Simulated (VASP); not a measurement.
# TaRh3 (Pm-3m) in VASP: relaxation of cell and atoms with LDA

Aim: the relaxation of cell and atoms of TaRh3 with LDA.

All numbers are computed with VASP 6.6.1; they aren't measurements. Logs are shortened: lines on timing, memory, paths and dates and some standing lists are left out, and cuts for length are marked.

## (1) The cell of the first run

The structure is cubic, space group Pm-3m (No. 221). The conventional cell has a = 3.860 Å, b = 3.860 Å, c = 3.860 Å, α = 90.00°, β = 90.00°, γ = 90.00°. Within 3.6 Å of Ta (site symmetry m-3m) lie 12 Rh at 2.73 Å. Rh (site symmetry 4/mmm) has 4 Ta at 2.73 Å and 8 Rh at 2.73 Å within 3.6 Å.

## (2) Relaxation of cell and atoms, LDA

The input, INCAR:

```
ALGO     = Normal         # electronic algorithm
EDIFF    = 1E-7           # SCF threshold, eV
EDIFFG   = -0.01          # ionic threshold
ENCUT    = 600            # plane-wave cutoff, eV
GGA      = CA             # functional
IBRION   = 2              # ionic algorithm
ISIF     = 3              # what is computed and relaxed
ISMEAR   = -1             # smearing method
LASPH    = T              # aspherical terms in the spheres
LCHARG   = F              # write CHGCAR
LREAL    = F              # projectors in reciprocal space
LWAVE    = F              # write WAVECAR
NELM     = 100            # most SCF steps
NSW      = 80             # ionic steps
PREC     = Accurate       # precision mode
SIGMA    = 0.05           # smearing width, eV
```

The input, KPOINTS:

```
k-points
0
Gamma
  11 11 11
```

The input, POSCAR:

```
TaRh3
1.0
    3.8600000000      0.0000000000      0.0000000000
    0.0000000000      3.8600000000      0.0000000000
    0.0000000000      0.0000000000      3.8600000000
Ta Rh
1 3
Direct
    0.0000000000      0.0000000000      0.0000000000
    0.0000000000      0.5000000000      0.5000000000
    0.5000000000      0.0000000000      0.5000000000
    0.5000000000      0.5000000000      0.0000000000
```

Potentials or basis: VASP PAW LDA potentials, release 64 (Ta_pv, Rh_pv).

Launch:

```
$ cat potpaw_LDA.64/Ta_pv/POTCAR potpaw_LDA.64/Rh_pv/POTCAR > POTCAR
$ mpirun -np 1 vasp_std > vasp.out
```

OUTCAR:

```text
EDIFF = 1E-7
   EDIFFG = -0.01
   ENCUT = 600
   GGA = CA
   IBRION = 2
   ISIF = 3
   ISMEAR = -1
   LASPH = T
   LREAL = F
   NELM = 100
   NSW = 80
   PREC = Accurate

 ion  position               nearest neighbor table
   1  0.000  0.000  0.000-   2 2.73   3 2.73   4 2.73   2 2.73   3 2.73   2 2.73   4 2.73   2 2.73
                             3 2.73   4 2.73   3 2.73   4 2.73
   2  0.000  0.500  0.500-   1 2.73   3 2.73   4 2.73   1 2.73   4 2.73   1 2.73   3 2.73   1 2.73
                             3 2.73   4 2.73   4 2.73   3 2.73
   3  0.500  0.000  0.500-   1 2.73   2 2.73   4 2.73   1 2.73   4 2.73   2 2.73   4 2.73   4 2.73
                             1 2.73   2 2.73   1 2.73   2 2.73
   4  0.500  0.500  0.000-   1 2.73   2 2.73   3 2.73   2 2.73   3 2.73   1 2.73   3 2.73   3 2.73
                             1 2.73   2 2.73   2 2.73   1 2.73

  LATTYP: Found a simple cubic cell.
 ALAT       =     3.8600000000

  Lattice vectors:

 A1 = (   3.8600000000,   0.0000000000,   0.0000000000)
 A2 = (   0.0000000000,   3.8600000000,   0.0000000000)
 A3 = (   0.0000000000,   0.0000000000,   3.8600000000)

Analysis of symmetry for initial positions (statically):
=====================================================================
 Subroutine PRICEL returns:
 Original cell was already a primitive cell.

 Routine SETGRP: Setting up the symmetry group for a
 simple cubic supercell.

 Subroutine GETGRP returns: Found 48 space group operations
 (whereof 48 operations were pure point group operations)
 out of a pool of 48 trial point group operations.

The static configuration has the point symmetry O_h .

Analysis of symmetry for dynamics (positions and initial velocities):
=====================================================================
 Subroutine PRICEL returns:
 Original cell was already a primitive cell.

 Routine SETGRP: Setting up the symmetry group for a
 simple cubic supercell.

 Subroutine GETGRP returns: Found 48 space group operations
 (whereof 48 operations were pure point group operations)
 out of a pool of 48 trial point group operations.

The dynamic configuration has the point symmetry O_h .

 Subroutine INISYM returns: Found 48 space group operations
 (whereof 48 operations are pure point group operations),
 and found     1 'primitive' translations

----------------------------------------------------------------------------------------

                                     Primitive cell

  volume of cell :      57.5125

  direct lattice vectors                    reciprocal lattice vectors
     3.860000000  0.000000000  0.000000000     0.259067358  0.000000000  0.000000000
     0.000000000  3.860000000  0.000000000     0.000000000  0.259067358  0.000000000
     0.000000000  0.000000000  3.860000000     0.000000000  0.000000000  0.259067358

  length of vectors
     3.860000000  3.860000000  3.860000000     0.259067358  0.259067358  0.259067358

  position of ions in fractional coordinates (direct lattice)
     0.000000000  0.000000000  0.000000000
     0.000000000  0.500000000  0.500000000
     0.500000000  0.000000000  0.500000000
     0.500000000  0.500000000  0.000000000

  ion indices of the primitive-cell ions
   primitive index   ion index
                 1           1
                 2           2
                 3           3
                 4           4

----------------------------------------------------------------------------------------

 KPOINTS: k-points

Automatic generation of k-mesh.
 Grid dimensions read from file:
 generate k-points for:   11   11   11

 Generating k-lattice:

  Cartesian coordinates                     Fractional coordinates (reciprocal lattice)
     0.023551578  0.000000000  0.000000000     0.090909091  0.000000000  0.000000000
     0.000000000  0.023551578  0.000000000     0.000000000  0.090909091  0.000000000
     0.000000000  0.000000000  0.023551578     0.000000000  0.000000000  0.090909091

  Length of vectors
     0.023551578  0.023551578  0.023551578

  Shift w.r.t. Gamma in fractional coordinates (k-lattice)
     0.000000000  0.000000000  0.000000000

 Subroutine IBZKPT returns following result:
 ===========================================

 Found     56 irreducible k-points:

 Following reciprocal coordinates:
            Coordinates               Weight
  0.000000  0.000000  0.000000      1.000000
  0.090909  0.000000  0.000000      6.000000
  0.181818  0.000000  0.000000      6.000000
  0.272727  0.000000  0.000000      6.000000
  0.363636  0.000000  0.000000      6.000000
  0.454545  0.000000  0.000000      6.000000
[... 16 lines left out ...]
  0.181818  0.090909  0.090909     24.000000
  0.272727  0.090909  0.090909     24.000000
 [... further k-points ...]
   k-points           NKPTS =     56   k-points in BZ     NKDIM =     56   number of bands    NBANDS=     33
   number of dos      NEDOS =    301   number of ions     NIONS =      4
   total plane-waves  NPLWV =  32768
   dimension x,y,z NGX =    32 NGY =   32 NGZ =   32
   dimension x,y,z NGXF=    64 NGYF=   64 NGZF=   64
   ions per type =               1   3
   NGX,Y,Z   is equivalent  to a cutoff of  13.78, 13.78, 13.78 a.u.
   NGXF,Y,Z  is equivalent  to a cutoff of  27.56, 27.56, 27.56 a.u.
 SYSTEM =  unknown system
   PREC   = accura    normal or accurate (medium, high low for compatibility)
   ISTART =      0    job   : 0-new  1-cont  2-samecut
   ICHARG =      2    charge: 1-file 2-atom 10-const
   ISPIN  =      1    spin polarized calculation?
   LNONCOLLINEAR =      F non collinear calculations
   LSORBIT =      F    spin-orbit coupling
   LASPH  =      T    aspherical Exc in radial PAW
   ENCUT  =  600.0 eV  44.10 Ry    6.64 a.u.   7.71  7.71  7.71*2*pi/ulx,y,z
   NELM   =    100;   NELMIN=  2; NELMDL= -5     # of ELM steps
   EDIFF  = 0.1E-06   stopping-criterion for ELM
   LREAL  =      F    real-space projection
   EDIFFG = -.1E-01   stopping-criterion for IOM
   NSW    =     80    number of steps for IOM
   IBRION =      2    ionic relax: 0-MD 1-quasi-New 2-CG
   NFREE  =      1    steps in history (QN), initial steepest desc. (CG)
   ISIF   =      3    stress and relaxation
   ISYM   =      2    0-nonsym 1-usesym 2-fastsym
   POTIM  = 0.5000    time-step for ionic-motion
   TEBEG  =    0.0;   TEEND  =   0.0 temperature during run
   PSTRESS=    0.0 pullay stress
   NELECT =      56.0000    total number of electrons
   NUPDOWN=      -1.0000    fix difference up-down
   EMIN   =  10.00;   EMAX   =-10.00  energy-range for DOS
   EFERMI =   0.00;   METHOD = LEGACY
   ISMEAR =    -1;   SIGMA  =   0.05  broadening in eV -4-tet -1-fermi 0-gaus
   EFERMI_NEDOS =   21; number of points for ismear=-14 and -15
   IALGO  =     38    algorithm
   IMIX   =      4    mixing-type and parameters
     AMIX     =   0.40;   BMIX     =  1.00
     AMIX_MAG =   1.60;   BMIX_MAG =  1.00
  volume/ion in A,a.u.               =      14.38        97.03
  Fermi-wavevector in a.u.,A,eV,Ry     =   1.622620  3.066307 35.822728  2.632896
  Thomas-Fermi vector in A             =   2.716204
   LORBIT       =      0    0 simple, 1 ext, 2 COOP (PROOUT), +10 PAW based schemes
   GGA     = CA    functional components
   LHFCALC =     F    Hartree Fock is set to
   AEXX    =    0.0000 exact exchange contribution
   IVDW    =     0    specifies the selected vdW correction
   LEPSILON=     F    determine dielectric tensor
   LRPA    =     F    only Hartree local field effects (RPA)
 conjugate gradient relaxation of ions
 non-spin polarized calculation
  energy-cutoff  :      600.00
  volume of cell :       57.51
 maximum number of plane-waves:      1940
 NGX is ok and might be reduce to    32
   NGX = 15   NGY = 15   NGZ = 15

--------------------------------------- Ionic step        1  -------------------------------------------

 number of electron      56.0000014 magnetization

 Free energy of the ion-electron system (eV)
  ---------------------------------------------------
  ext. energy  EPLUGINS =         0.00000000
  ---------------------------------------------------
  free energy    TOTEN  =       -41.34420783 eV

  energy without entropy =      -41.32616115  energy(sigma->0) =      -41.33518449

------------------------ aborting loop because EDIFF is reached ----------------------------------------

  FORCE on cell =-STRESS in cart. coord.  units (eV):
  Direction    XX          YY          ZZ          XY          YZ          ZX
  --------------------------------------------------------------------------------------
  -------------------------------------------------------------------------------------
  Total       -2.9287481     -2.9287481     -2.9287481     -0.0000000     -0.0000000     -0.0000000
  in kB      -81.5888269    -81.5888269    -81.5888269     -0.0000000     -0.0000000     -0.0000000
  external PRESSURE =     -81.5888269 kB  Pullay stress =       0.0000000 kB
[... 99 lines left out ...]
  energy  without entropy=      -41.3683427764  energy(sigma->0) =      -41.37699566

--------------------------------------- Ionic step        4  -------------------------------------------

 number of electron      56.0000003 magnetization

 Free energy of the ion-electron system (eV)
  ---------------------------------------------------
  ext. energy  EPLUGINS =         0.00000000
  ---------------------------------------------------
  free energy    TOTEN  =       -41.38569205 eV

  energy without entropy =      -41.36840768  energy(sigma->0) =      -41.37704986

 E-fermi :  10.7838     XC(G=0): -14.2316

 val. band max:       10.7814923198   @ k =   0.4545   0.4545   0.4545
 cond. band min:      10.7879784368   @ k =   0.4545   0.4545   0.3636
 fundamental gap:      0.0064861170
 Fermi energy:        10.7837577443

 k-point     1 :       0.0000    0.0000    0.0000
  band No.  band energies     occupation
      1     -35.8075      2.00000
      2     -35.8075      2.00000
      3     -35.8075      2.00000
      4     -35.5492      2.00000
      5     -35.5492      2.00000
      6     -35.5492      2.00000
[... 853 lines left out ...]
     32      13.3395      0.00000
     33      13.9822      0.00000

 [... further k-points ...]

------------------------ aborting loop because EDIFF is reached ----------------------------------------

  FORCE on cell =-STRESS in cart. coord.  units (eV):
  Direction    XX          YY          ZZ          XY          YZ          ZX
  --------------------------------------------------------------------------------------
  -------------------------------------------------------------------------------------
  Total       -0.0086428     -0.0086428     -0.0086428      0.0000000      0.0000000     -0.0000000
  in kB       -0.2475842     -0.2475842     -0.2475842      0.0000000      0.0000000     -0.0000000
  external PRESSURE =      -0.2475842 kB  Pullay stress =       0.0000000 kB
[... 19 lines left out ...]
  FREE ENERGIE OF THE ION-ELECTRON SYSTEM (eV)
  ---------------------------------------------------
  free  energy   TOTEN  =       -41.3856920505 eV

  energy  without entropy=      -41.3684076790  energy(sigma->0) =      -41.37704986

 reached required accuracy - stopping structural energy minimisation
```

Run time: 4.5 min. Hardware: 1 thread of Intel Xeon Platinum 8259CL at 2.50GHz (Skylake/Cascade Lake), shared host; peak memory 0.24 GiB.

Results:

| Quantity | Value |
| --- | --- |
| Free energy | -41.3857 eV |
| Relaxed volume | 13.98 Å³/atom |
| Relaxed cell | a = 3.824 Å, b = 3.824 Å, c = 3.824 Å, α = 90.00°, β = 90.00°, γ = 90.00° |
| Space group after relaxing (to 0.1 Å) | Pm-3m (No. 221) |
| Energy gained by relaxing | 10.4 meV/atom |
| Ionic steps | 4 |
| Pressure after relaxing | 0.0 GPa |
| Band gap on the k mesh | zero (bands 28 and 29 overlap by 2.02 eV) |

The path:
```csv
step,energy change (eV),largest force (eV/Å),pressure (GPa),volume (Å³)
1,0.0000,0.0000,-8.16,57.51
2,0.3315,0.0000,30.03,51.63
3,-0.0414,0.0000,-0.29,55.97
4,-0.0415,0.0000,-0.02,55.93
```

Final structure:
```
CELL_PARAMETERS angstrom
3.82425 0.00000 0.00000
0.00000 3.82425 0.00000
0.00000 0.00000 3.82425
ATOMIC_POSITIONS crystal
Ta 0.00000 0.00000 0.00000
Rh 0.00000 0.50000 0.50000
Rh 0.50000 0.00000 0.50000
Rh 0.50000 0.50000 0.00000
```

Levels at points of the mesh, in eV from the Fermi level:
| k point | band 26 | band 27 | band 28 | band 29 | band 30 | band 31 |
| --- | --- | --- | --- | --- | --- | --- |
| (0.00, 0.00, 0.00) | 1.02 | 1.02 | 1.02 | 3.25 | 3.25 | 3.43 |

Caveat: spin-orbit coupling is left out, which moves the levels of the heavy elements. Zero-point motion and thermal expansion aren't in these numbers.
